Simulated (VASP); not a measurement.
MgO, 8 atoms in the cell. The typed cell holds 8 atoms: a = 5.710 Å, b = 2.855 Å, c = 5.208 Å, α = 90.00°, β = 90.00°, γ = 120.00°. 

* Program: VASP 6.6.1
* Task: single point
* Functional: r2SCAN
* Dispersion: D3(BJ)
* Potentials or basis: VASP PAW PBE potentials, release 64 (Mg, O)
* Cutoff: 580 eV
* k mesh: 3 × 3 × 2
* Occupations: gaussian, width 0.05 eV
* Spin: no spin polarisation
* Dipole correction: no
* Further INCAR settings: ALGO = Normal; EDIFF = 1e-06; NBANDS = 26

Potentials or basis: VASP PAW PBE potentials, release 64 (Mg, O).

Command:

```bash
$ cat potpaw_PBE.64/Mg/POTCAR potpaw_PBE.64/O/POTCAR > POTCAR
$ cp INCAR.step1 INCAR
$ mpirun -np 1 vasp_std > vasp.out
$ cp INCAR.step2 INCAR
$ mpirun -np 1 vasp_std > vasp.out
```

Hardware: 1 thread of Intel(R) Xeon(R) 6975P-C (Granite Rapids) (shared host).

**Question.** How long does it take, and how much memory?

**Answer.** It took 44 s on 1 thread of Intel(R) Xeon(R) 6975P-C (Granite Rapids), with other jobs on the host, peak memory 0.23 GiB. Counts: k points 10.
